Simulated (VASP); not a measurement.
A run of VASP 6.6.1 is set up as follows.

Contents of INCAR:

```
  PREC = Accurate
  ENCUT = 520
  EDIFF = 1E-6
  ISMEAR = -1
  SIGMA = 0.129
  LREAL = False
  LASPH = True
  NELM = 60
  ALGO = Normal
  ISIF = 2
  LWAVE = False
  LCHARG = True
  GGA = PS
  LELF = True
  LVHAR = True
  NBANDS = 18
```

The input KPOINTS:

```
Automatic mesh
0
Gamma
  5 5 5
```

Contents of POSCAR:

```
SrTl
1.0
    4.0501140000      0.0000000000      0.0000000000
    0.0000000000      4.0501140000      0.0000000000
    0.0000000000      0.0000000000      4.0501140000
Sr Tl
1 1
Direct
    0.0000000000      0.0000000000      0.0000000000
    0.5000000000      0.5000000000      0.5000000000
```

Potentials or basis: VASP PAW PBE potentials, release 64 (Sr_sv, Tl_d).

The run is started by

```console
$ cat potpaw_PBE.64/Sr_sv/POTCAR potpaw_PBE.64/Tl_d/POTCAR > POTCAR
$ mpirun -np 1 vasp_std > vasp.out
```

(1) Predict the pressure.

## Answers

(1) -0.2 GPa.

Caveat: the PAW data sets were made with another functional, which shifts forces and pressure a little.
